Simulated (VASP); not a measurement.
# HfO2: single point with LDA

HfO2:

```xyz
12
Lattice="0.0000 -4.7889 0.0000 0.0000 0.0000 -3.1858 10.0778 0.0000 0.0000" Properties=species:S:1:pos:R:3 pbc="T T T"
Hf    2.8618    0.0000    0.0000
Hf    7.6507    0.0000    0.0000
Hf    0.4674   -2.3944   -1.5929
Hf    5.2563   -2.3944   -1.5929
O     8.5851   -0.9344   -1.5929
O     3.7962   -0.9344   -1.5929
O     9.1108   -3.3288    0.0000
O     4.3219   -3.3288    0.0000
O     1.4017   -1.4601    0.0000
O     6.1906   -1.4601    0.0000
O     1.9275   -3.8545   -1.5929
O     6.7164   -3.8545   -1.5929
```

This cell differs from its parent crystal: the distance across one plane changed.

```
Program                : VASP 6.6.1
Task                   : single point
Functional             : LDA
Potentials or basis    : VASP PAW LDA potentials, release 64 (Hf_pv, O)
Cutoff                 : 520 eV
k mesh                 : 5 × 7 × 3
Occupations            : gaussian, width 0.05 eV
Spin                   : no spin polarisation
Dipole correction      : no
Further INCAR settings : ALGO = Normal; EDIFF = 1e-06; NBANDS = 56
```

| Property | Result |
| --- | --- |
| Pressure | -9.3 GPa |
| Largest force | 4.566 eV/Å |
| Band gap on the k mesh | 2.07 eV |

Forces in eV/Å, atoms in the order of the input:
```
Hf   1.678  0.179  0.000
Hf   1.615 -0.236  0.000
Hf  -4.506 -0.737  0.000
Hf   1.871 -0.212  0.000
O    1.464 -0.379  0.000
O   -0.933  0.491  0.000
O    3.971  1.606  0.000
O   -0.889 -0.440  0.000
O   -1.371 -0.985  0.000
O   -0.879 -0.396  0.000
O   -1.169  0.684  0.000
O   -0.853  0.425  0.000
```

Stress tensor (GPa, compression positive):
```
-15.15  -0.54   0.00
 -0.54  -6.35   0.00
  0.00   0.00  -6.27
```

Levels at points of the mesh, in eV from the valence-band top:
| k point | band 42 | band 43 | band 44 | band 45 | band 46 | band 47 |
| --- | --- | --- | --- | --- | --- | --- |
| (0.00, 0.00, 0.00) | -0.83 | -0.78 | 0.00 | 2.07 | 2.60 | 3.34 |

Wall time 4.3 min on 1 thread of Intel(R) Xeon(R) Platinum 8259CL CPU @ 2.50GHz (Skylake/Cascade Lake), with other jobs on the host, peak memory 0.33 GiB.

Caveat: the cell differs from its parent crystal (the distance across one plane changed); the stress differs along the axes, from -15 to -6 GPa; spin-orbit coupling is left out, which moves the levels of the heavy elements; forces of over 1 eV/Å act on the atoms, so gaps and moduli don't describe the material at rest. A k mesh can miss the band edges.
